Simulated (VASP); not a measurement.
# SrCl2 (R3m) in VASP: dielectric tensor with PBE

Aim: the dielectric tensor of SrCl2 with PBE.

Everything below comes from runs of VASP 6.6.1. Logs are shortened: lines on timing, memory, paths and dates and some standing lists are left out, and cuts for length are marked.

**1. The cell of the first run**

It takes space group R3m (No. 160, trigonal). The conventional cell has a = 4.171 Å, b = 4.171 Å, c = 18.405 Å, α = 90.00°, β = 90.00°, γ = 120.00°. Within 3.8 Å of Sr (site symmetry 3m) lie 6 Cl at 2.92 Å. Cl (site symmetry 3m) has 3 Sr at 2.92 Å and 4 Cl at 3.30 to 3.72 Å within 3.8 Å. Cl (site symmetry 3m) has 3 Sr at 2.92 Å and 4 Cl at 3.30 to 3.72 Å within 3.8 Å.

**2. Dielectric tensor, PBE**

Contents of INCAR:

```
PREC = Accurate ; ENCUT = 520
EDIFF = 1E-8 ; ISMEAR = 0
SIGMA = 0.01 ; LREAL = False
LASPH = True ; NELM = 60
ALGO = Normal ; ISIF = 2
LWAVE = False ; LCHARG = False
GGA = PE ; LEPSILON = True
```

Contents of KPOINTS:

```
Automatic mesh
0
Gamma
  6 6 6
```

Contents of POSCAR:

```
SrCl2
1.0
    2.0857437515      1.2042047164      6.1350485037
   -2.0857437515      1.2042047164      6.1350485037
    0.0000000000     -2.4084094327      6.1350485037
Sr Cl
1 2
Direct
    0.0002014278      0.0002014278      0.0002014278
    0.4227725643      0.4227725643      0.4227725643
    0.2436926746      0.2436926746      0.2436926746
```

Potentials or basis: VASP PAW PBE potentials, release 64 (Sr_sv, Cl).

On the command line:

```
$ cat potpaw_PBE.64/Sr_sv/POTCAR potpaw_PBE.64/Cl/POTCAR > POTCAR
$ mpirun -np 1 vasp_std > vasp.out
```

OUTCAR:

```text
PREC = Accurate
   ENCUT = 520
   EDIFF = 1E-8
   ISMEAR = 0
   LREAL = False
   LASPH = True
   NELM = 60
   ISIF = 2
   GGA = PE
   LEPSILON = True

 ion  position               nearest neighbor table
   1  0.000  0.000  0.000-   2 2.92   2 2.92   2 2.92   3 2.92   3 2.92   3 2.92
   2  0.423  0.423  0.423-   1 2.92   1 2.92   1 2.92
   3  0.244  0.244  0.244-   1 2.92   1 2.92   1 2.92

  LATTYP: Found a trigonal (rhomboedric) cell.
 ALAT       =     6.5908463902
 COS(alpha) =     0.7997052720

  Lattice vectors:

 A1 = (   2.0857437515,   1.2042047164,   6.1350485037)
 A2 = (  -2.0857437515,   1.2042047164,   6.1350485037)
 A3 = (   0.0000000000,  -2.4084094327,   6.1350485037)

Analysis of symmetry for initial positions (statically):
=====================================================================
 Subroutine PRICEL returns:
 Original cell was already a primitive cell.

 Routine SETGRP: Setting up the symmetry group for a
 trigonal (rhombohedral) supercell.

 Subroutine GETGRP returns: Found  6 space group operations
 (whereof  6 operations were pure point group operations)
 out of a pool of 12 trial point group operations.

The static configuration has the point symmetry C_3v.

Analysis of symmetry for dynamics (positions and initial velocities):
=====================================================================
 Subroutine PRICEL returns:
 Original cell was already a primitive cell.

 Routine SETGRP: Setting up the symmetry group for a
 trigonal (rhombohedral) supercell.

 Subroutine GETGRP returns: Found  6 space group operations
 (whereof  6 operations were pure point group operations)
 out of a pool of 12 trial point group operations.

The dynamic configuration has the point symmetry C_3v.

 Subroutine INISYM returns: Found  6 space group operations
 (whereof  6 operations are pure point group operations),
 and found     1 'primitive' translations

----------------------------------------------------------------------------------------

                                     Primitive cell

  volume of cell :      92.4550

  direct lattice vectors                    reciprocal lattice vectors
     2.085743751  1.204204716  6.135048504     0.239722641  0.138403931  0.054332632
    -2.085743751  1.204204716  6.135048504    -0.239722641  0.138403931  0.054332632
     0.000000000 -2.408409433  6.135048504     0.000000000 -0.276807862  0.054332632

  length of vectors
     6.590846390  6.590846390  6.590846390     0.282089751  0.282089751  0.282089751

  position of ions in fractional coordinates (direct lattice)
     0.000201428  0.000201428  0.000201428
     0.422772564  0.422772564  0.422772564
     0.243692675  0.243692675  0.243692675

  ion indices of the primitive-cell ions
   primitive index   ion index
                 1           1
                 2           2
                 3           3

----------------------------------------------------------------------------------------

 KPOINTS: Automatic mesh

Automatic generation of k-mesh.
 Grid dimensions read from file:
 generate k-points for:    6    6    6

 Generating k-lattice:

  Cartesian coordinates                     Fractional coordinates (reciprocal lattice)
     0.039953773  0.023067322  0.009055439     0.166666667 -0.000000000  0.000000000
    -0.039953773  0.023067322  0.009055439    -0.000000000  0.166666667  0.000000000
     0.000000000 -0.046134644  0.009055439     0.000000000  0.000000000  0.166666667

  Length of vectors
     0.047014958  0.047014958  0.047014958

[... 77 lines left out ...]
   LORBIT       =      0    0 simple, 1 ext, 2 COOP (PROOUT), +10 PAW based schemes
   GGA     = PE    functional components
   LHFCALC =     F    Hartree Fock is set to
   AEXX    =    0.0000 exact exchange contribution
   IVDW    =     0    specifies the selected vdW correction
   LEPSILON=     T    determine dielectric tensor
   LRPA    =     F    only Hartree local field effects (RPA)
 non-spin polarized calculation
 Gauss-broadening in eV      SIGMA  =   0.01
  energy-cutoff  :      520.00
  volume of cell :       92.46
 maximum number of plane-waves:      2531
 NGX is ok and might be reduce to    50
   NGX = 25   NGY = 25   NGZ = 25

--------------------------------------- Ionic step        1  -------------------------------------------

 number of electron      23.9999999 magnetization

 E-fermi :  -0.1843     XC(G=0):  -7.8896

 val. band max:       -0.2261410860   @ k =   0.0000   0.0000   0.0000
 cond. band min:       4.1255095958   @ k =   0.0000   0.0000   0.0000
 fundamental gap:      4.3516506817
 Fermi energy:        -0.1842938726

 k-point     1 :       0.0000    0.0000    0.0000
  band No.  band energies     occupation
      1     -33.5291      2.00000
      2     -15.7509      2.00000
      3     -15.5042      2.00000
      4     -15.5042      2.00000
      5     -13.5524      2.00000
      6     -12.7265      2.00000
[... 433 lines left out ...]
      3     -15.6033      2.00000
      4     -15.5324      2.00000
      5     -13.1012      2.00000
      6     -12.9617      2.00000
[... 8 lines left out ...]
     15       6.8426      0.00000
     16       7.7996      0.00000

 [... further k-points ...]

  FORCE on cell =-STRESS in cart. coord.  units (eV):
  Direction    XX          YY          ZZ          XY          YZ          ZX
  --------------------------------------------------------------------------------------
  -------------------------------------------------------------------------------------
  Total        0.7625148      0.7625148      0.7294772      0.0000000      0.0000000      0.0000000
  in kB       13.2138187     13.2138187     12.6413006      0.0000000      0.0000000      0.0000000
  external PRESSURE =      13.0229793 kB  Pullay stress =       0.0000000 kB

 VOLUME and BASIS-vectors are now :
 -----------------------------------------------------------------------------
  energy-cutoff  :      520.00
  volume of cell :       92.46
      direct lattice vectors                 reciprocal lattice vectors
     2.085743751  1.204204716  6.135048504     0.239722641  0.138403931  0.054332632
    -2.085743751  1.204204716  6.135048504    -0.239722641  0.138403931  0.054332632
     0.000000000 -2.408409433  6.135048504     0.000000000 -0.276807862  0.054332632

 POSITION                                       TOTAL-FORCE (eV/Angst)
 -----------------------------------------------------------------------------------
      0.00000      0.00000      0.00371         0.000000     -0.000000     -0.003636
      0.00000      0.00000      7.78119         0.000000     -0.000000     -0.000218
      0.00000      0.00000      4.48520         0.000000      0.000000      0.003853
 -----------------------------------------------------------------------------------
    total drift:                               -0.000000      0.000000     -0.000067

  FREE ENERGIE OF THE ION-ELECTRON SYSTEM (eV)
  ---------------------------------------------------
  free  energy   TOTEN  =       -12.1650638422 eV

  energy  without entropy=      -12.1650638422  energy(sigma->0) =      -12.16506384

 HEAD OF MICROSCOPIC STATIC DIELECTRIC TENSOR (INDEPENDENT PARTICLE, excluding Hartree and local field effects)
 ------------------------------------------------------
           3.111135    -0.000000     0.000000
           0.000000     3.111135     0.000000
           0.000000     0.000000     3.084363
 ------------------------------------------------------

 Free energy of the ion-electron system (eV)
  ---------------------------------------------------
  ---------------------------------------------------
  free energy    TOTEN  =        -0.51138305 eV

  energy without entropy =       -0.51138305

------------------------ aborting loop because EDIFF is reached ----------------------------------------

--------------------------------------- Ionic step        2  -------------------------------------------

------------------------ aborting loop because EDIFF is reached ----------------------------------------

--------------------------------------- Ionic step        3  -------------------------------------------

 Free energy of the ion-electron system (eV)
  ---------------------------------------------------
  ---------------------------------------------------
  free energy    TOTEN  =        -0.48291655 eV

  energy without entropy =       -0.48291655

------------------------ aborting loop because EDIFF is reached ----------------------------------------

 PIEZOELECTRIC TENSOR FIELD DIRECTION 3  (e Angst)
 -----------------------------------------------------------------------------
     0.04220  0.00000  0.00000           ( -0.00022  0.00000  0.00000)
     0.00000  0.04220 -0.00000           (  0.00000 -0.00022 -0.00000)
     0.00000 -0.00000 -0.14856           (  0.00000 -0.00000 -0.00020)

 PIEZOELECTRIC TENSOR FIELD DIRECTION 3  (C/m^2)
 -----------------------------------------------------------------------------
     0.00731  0.00000  0.00000
     0.00000  0.00731 -0.00000
     0.00000 -0.00000 -0.02574

 MACROSCOPIC STATIC DIELECTRIC TENSOR (including local field effects in DFT)
 ------------------------------------------------------
           2.764468     0.000000     0.000000
           0.000000     2.764468     0.000000
           0.000000     0.000000     2.687134
 ------------------------------------------------------

 PIEZOELECTRIC TENSOR (including local field effects)  for field in x, y, z        (e  Angst)
          XX          YY          ZZ          XY          YZ          ZX
  --------------------------------------------------------------------------------
  x     0.00000     0.00000     0.00000     1.24329     0.00000     0.01103
  y     1.24329    -1.24329    -0.00000     0.00000     0.01103     0.00000
  z     0.04220     0.04220    -0.14856     0.00000    -0.00000     0.00000

 PIEZOELECTRIC TENSOR (including local field effects)  for field in x, y, z        (C/m^2)
          XX          YY          ZZ          XY          YZ          ZX
  --------------------------------------------------------------------------------
  x     0.00000     0.00000     0.00000     0.21545     0.00000     0.00191
  y     0.21545    -0.21545    -0.00000     0.00000     0.00191     0.00000
  z     0.00731     0.00731    -0.02574     0.00000    -0.00000     0.00000

 BORN EFFECTIVE CHARGES (including local field effects) (in |e|, cummulative output)
 ---------------------------------------------------------------------------------
 ion    1
    1     2.32277     0.00000     0.00000
    2     0.00000     2.32277     0.00000
    3     0.00000     0.00000     1.93751
 ion    2
    1    -1.16724     0.00000     0.00000
    2     0.00000    -1.16724    -0.00000
    3     0.00000    -0.00000    -0.95604
 ion    3
    1    -1.15553     0.00000     0.00000
    2     0.00000    -1.15553    -0.00000
    3     0.00000    -0.00000    -0.98147
```

Wall time 46 min (1 thread of Intel Xeon Platinum 8375C at 2.90GHz (Ice Lake), shared host); peak memory 0.66 GiB.

Results:

```
Band gap on the k mesh                  : 4.35 eV
Electronic dielectric tensor (diagonal) : 2.76, 2.76, 2.69
Born charges (mean of the diagonal)     : Sr +2.19; Cl -1.10 e
```

Electronic dielectric tensor:
```
2.76 0.00 0.00
0.00 2.76 0.00
0.00 0.00 2.69
```

Born effective charge tensors (e):
atom 1, Sr
```
2.32 0.00 0.00
0.00 2.32 0.00
0.00 0.00 1.94
```
atom 2, Cl
```
-1.17  0.00  0.00
 0.00 -1.17  0.00
 0.00  0.00 -0.96
```
atom 3, Cl
```
-1.16  0.00  0.00
 0.00 -1.16  0.00
 0.00  0.00 -0.98
```

A k mesh can miss the band edges.
